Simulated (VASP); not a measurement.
Set up this calculation in VASP 6.6.1, as the native input.

```
Task                   : single point
Functional             : PBEsol
Potentials or basis    : VASP PAW PBE potentials, release 64 (Zn, Se)
Cutoff                 : 520 eV
k mesh                 : 8 × 8 × 6
Occupations            : gaussian, width 0.05 eV
Spin                   : no spin polarisation
Dipole correction      : no
Further INCAR settings : ALGO = Normal; EDIFF = 1e-07; NBANDS = 26
```

The structure of ZnSe lies in POSCAR:

```
ZnSe
1.0
    4.2058644041      0.0000000000      0.0000000000
    0.0000000000      4.2058644041      0.0000000000
    0.0000000000      0.0000000000      5.7754702926
Zn Se
2 2
Direct
    0.0000000000      0.0000000000      0.0000000000
    0.5000000000      0.5000000000      0.0000000000
    0.0000000000      0.5000000000      0.2500800731
    0.5000000000      0.0000000000      0.7499199269
```

These files were run (other wordings do the same):

INCAR

```
PREC     = Accurate       # precision mode
ENCUT    = 520            # plane-wave cutoff, eV
EDIFF    = 1E-7           # SCF threshold, eV
ISMEAR   = 0              # smearing method
SIGMA    = 0.05           # smearing width, eV
LREAL    = False          # projectors in reciprocal space
LASPH    = True           # aspherical terms in the spheres
NELM     = 100            # most SCF steps
ALGO     = Normal         # electronic algorithm
ISIF     = 2              # what is computed and relaxed
LWAVE    = False          # write WAVECAR
LCHARG   = True           # write CHGCAR
GGA      = PS             # functional
LELF     = True           # ELF
LVHAR    = True         
NBANDS   = 26             # bands
```

KPOINTS

```
regular mesh
0
Gamma
  8 8 6
```

Potentials or basis: VASP PAW PBE potentials, release 64 (Zn, Se).

Launch:

```sh
$ cat potpaw_PBE.64/Zn/POTCAR potpaw_PBE.64/Se/POTCAR > POTCAR
$ mpirun -np 1 vasp_std > vasp.out
```

It gave:

```json
{
  "Pressure": "-3.4 GPa",
  "Largest force": "0.284 eV/Å",
  "Band gap on the k mesh": "1.36 eV, direct"
}
```

Caveat: the PAW data sets were made with another functional, which shifts forces and pressure a little.

Wall time 46 s on 1 thread of Intel(R) Xeon(R) 6975P-C (Granite Rapids), with other jobs on the host, peak memory 0.3 GiB.
